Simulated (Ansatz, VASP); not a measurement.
**Nb3Te8Mo in VASP and in Ansatz**

```xyz
12
Lattice="3.6411 -0.0002 0.0017 -1.8207 3.1533 -0.0042 0.0128 -0.0340 29.6818" Properties=species:S:1:pos:R:3 pbc="T T T"
Nb   -1.8619    3.1129   22.2441
Nb    0.0436   -0.0106    7.4544
Nb    0.0493   -0.0044   14.8226
Te    1.8015    1.0192   27.8775
Te    1.8649    1.0384    5.5901
Te    1.8710    1.0446   12.9600
Te    1.7806    1.0087   20.3850
Te   -0.0425    2.0638   24.1097
Te   -0.0334    2.1085    1.7971
Te    0.0427    2.0937    9.3143
Te    0.0478    2.0996   16.6837
Mo   -0.0198   -0.0296   29.6793
```

Change from the starting cell: cell x1, atoms moved at random (sigma 0.1 Å) and cell strained at random (1.5 %), then relaxed without symmetry.

Alike in both runs: functional PBE; k mesh 6 × 6 × 1; occupations gaussian, width 0.2 eV; no spin polarisation.

Ansatz relaxed the structure, and its values are those at the end. VASP's run is a single point on that final structure, the one shown.

|  | VASP | Ansatz |
| --- | --- | --- |
| version | VASP 6.6.1 | Ansatz 0.2.0 |
| potentials or method | VASP PAW PBE potentials, release 64 (Nb_sv, Te, Mo_sv), cutoff 500 eV | scalar-relativistic, plane waves, PAW |
| valence electrons in the cell | 101 | 181 |

```tsv
	VASP	Ansatz	Ansatz less VASP
gap on the k mesh at the Fermi level (eV)	none	none	-
pressure (GPa)	-0.1	0.0	+0.05
rms of the force components (eV/Å)	0.004	0.008	+0.0039
```

A gap of «none» marks a metal or a gap that the smearing closes. The functional is the same, so the differences come from potentials, cutoffs and numerics. VASP's potentials hold 101 valence electrons a cell and Ansatz's 181, so a difference there can come from the potentials and not from the codes.

Neither program's run includes spin-orbit coupling.
